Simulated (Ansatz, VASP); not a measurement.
## Be in VASP and in Ansatz

The input INCAR:

```
PREC     = Accurate       # precision mode
ENCUT    = 520            # plane-wave cutoff, eV
EDIFF    = 1E-6           # SCF threshold, eV
ISMEAR   = -1             # smearing method
SIGMA    = 0.05           # smearing width, eV
LREAL    = False          # projectors in reciprocal space
LASPH    = True           # aspherical terms in the spheres
NELM     = 60             # most SCF steps
ALGO     = Normal         # electronic algorithm
ISIF     = 2              # what is computed and relaxed
LWAVE    = False          # write WAVECAR
LCHARG   = False          # write CHGCAR
GGA      = PE             # functional
NBANDS   = 7              # bands
```

Contents of KPOINTS:

```
regular mesh
0
Gamma
  20 20 18
```

File POSCAR:

```
Be
1.0
    1.9247113893      0.0000000000      0.0000000000
   -0.9623556946      1.6668489581      0.0000000000
    0.0000000000      0.0000000000      1.9852618780
Be
1
Direct
    0.0000000000      0.0000000000      0.0000000000
```

Input for Ansatz:

```yaml
crystal:
  lattice:
    - [1.9247113893, 0.0, 0.0]
    - [-0.9623556946, 1.6668489581, 0.0]
    - [0.0, 0.0, 1.985261878]
  atoms:
    - { symbol: Be, position: [0.0, 0.0, 0.0] }
kpoints:
  mp_grid: { grid: [20, 20, 18] }
scf:
  occupations: { method: fermi_dirac, width: 0.05 }
hamiltonian:
  xc: pbe
  pseudopotentials: { kind: all_electron, lapw: { basis_error: 0.001 } }
output:
  forces: true
  stress: true
  eigenvalues: true
  populations: true
```

Change from the starting cell: volume scaled by 0.65, LAPW.

Alike in both runs: task single point; functional PBE; k mesh 20 × 20 × 18; occupations fermi-dirac, width 0.05 eV; no spin polarisation.

|  | VASP | Ansatz |
| --- | --- | --- |
| version | VASP 6.6.1 | Ansatz 0.2.0 |
| potentials or method | VASP PAW PBE potentials, release 64 (Be), cutoff 520 eV | all-electron LAPW, scalar-relativistic |

```tsv
	VASP	Ansatz	Ansatz less VASP
pressure (GPa)	65.9	65.5	-0.43
traceless stress, the component that is largest in VASP (GPa)	-0.17	0.03	+0.199
```

Both programs put the cell under a high pressure, so it lies far from rest at this level. Ansatz ran all-electron here, and VASP with PAW potentials.

Noted on VASP's run: the cell as given lies far from equilibrium.
